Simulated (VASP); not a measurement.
Here is a VASP 6.6.1 calculation.

INCAR

```
PREC     = Accurate       # precision mode
ENCUT    = 520            # plane-wave cutoff, eV
EDIFF    = 1E-7           # SCF threshold, eV
ISMEAR   = -1             # smearing method
SIGMA    = 0.1            # smearing width, eV
LREAL    = False          # projectors in reciprocal space
LASPH    = True           # aspherical terms in the spheres
NELM     = 150            # most SCF steps
ALGO     = Normal         # electronic algorithm
ISIF     = 2              # what is computed and relaxed
LWAVE    = False          # write WAVECAR
LCHARG   = False          # write CHGCAR
ISPIN    = 2              # spin polarisation
MAGMOM   = 0 2 0 0 0      # initial moments
LORBIT   = 11             # projections on sites
LMAXMIX  = 4              # l up to which the mixer works
LDAU     = True           # DFT+U
LDAUTYPE = 2            
LDAUL    = -1 2 -1        # shell
LDAUU    = 0 6.2 0        # U, eV
LDAUJ    = 0 0 0        
LDAUPRINT= 1            
GGA      = PE             # functional
NBANDS   = 32             # bands
```

The input KPOINTS:

```
Automatic mesh
0
Gamma
  5 5 5
```

The input POSCAR:

```
SrVO3
1.0
    3.8425000000      0.0000000000      0.0000000000
    0.0000000000      3.8425000000      0.0000000000
    0.0000000000      0.0000000000      3.8425000000
Sr V O
1 1 3
Direct
    0.0000000000      0.0000000000      0.0000000000
    0.5000000000      0.5000000000      0.5000000000
    0.5000000000      0.0000000000      0.5000000000
    0.0000000000      0.5000000000      0.5000000000
    0.5000000000      0.5000000000      0.0000000000
```

Potentials or basis: VASP PAW PBE potentials, release 64 (Sr_sv, V_sv, O).

Command:

```sh
$ cat potpaw_PBE.64/Sr_sv/POTCAR potpaw_PBE.64/V_sv/POTCAR potpaw_PBE.64/O/POTCAR > POTCAR
$ mpirun -np 1 vasp_std > vasp.out
```

(1) Predict the net moment.

(2) Estimate the site moments.

Results:

(1) 1.00 μB per cell.

(2) Sr -0.00; V +1.25; O -0.09 μB.
